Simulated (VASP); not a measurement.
# Cu: relaxation of cell and atoms with PBE

Crystal: Cu.

```
Cu
1.0
     0.00000    2.33880    2.33880
     2.33880    0.00000    2.33880
     2.33880    2.33880    0.00000
Cu
2
Cartesian
  -0.5847 -0.5847 -0.5847
  0.5847 0.5847 0.5847
```

This isn't the form of Cu at room conditions, which is fcc.

| Quantity | Value |
| --- | --- |
| Program | VASP 6.6.1 |
| Task | relaxation of cell and atoms |
| Functional | PBE |
| Potentials or basis | VASP PAW PBE potentials, release 64 (Cu) |
| Cutoff | 600 eV |
| k mesh | 15 × 15 × 15 |
| Occupations | fermi-dirac, width 0.05 eV |
| Spin | no spin polarisation |
| Target pressure | 60 GPa |
| Dipole correction | no |
| Further INCAR settings | ALGO = Normal; EDIFF = 1e-06; IBRION = 2; EDIFFG = -0.005; NSW = 32; ISIF = 3 |

| Quantity | Value |
| --- | --- |
| Relaxed volume | 12.80 Å³/atom |
| Relaxed cell | a = 3.308 Å, b = 3.308 Å, c = 3.308 Å, α = 60.00°, β = 60.00°, γ = 60.00° |
| Space group after relaxing (to 0.1 Å) | Fd-3m (No. 227) |
| Energy change on relaxing (the run minimises the enthalpy) | -3.7 meV/atom |
| Ionic steps | 3 |
| Pressure after relaxing | 60.0 GPa |
| Band gap on the k mesh | zero (bands 11 and 12 overlap by 0.92 eV) |

The path:
```tsv
step	energy change (eV)	largest force (eV/Å)	pressure (GPa)	volume (Å³)
1	0.0000	0.0000	60.27	25.59
2	-0.0294	0.0000	59.32	25.67
3	-0.0074	0.0000	59.98	25.61
```

Final structure:
```yaml
crystal:
  lattice:
    - [0.00000, 2.33940, 2.33940]
    - [2.33940, 0.00000, 2.33940]
    - [2.33940, 2.33940, 0.00000]
  atoms:
    - { symbol: Cu, position: [0.87500, 0.87500, 0.87500] }
    - { symbol: Cu, position: [0.12500, 0.12500, 0.12500] }
```

Levels at points of the mesh, in eV from the Fermi level:
| k point | band 9 | band 10 | band 11 | band 12 | band 13 | band 14 |
| --- | --- | --- | --- | --- | --- | --- |
| (0.00, 0.00, 0.00) | -2.85 | -1.61 | -1.61 | 12.97 | 12.97 | 12.97 |

Wall time 3.1 min on 1 thread of Intel Xeon 8259CL, on a shared host, peak memory 0.19 GiB.

Caveat: the cell is relaxed towards a set pressure, so the run minimises the enthalpy, not the energy.
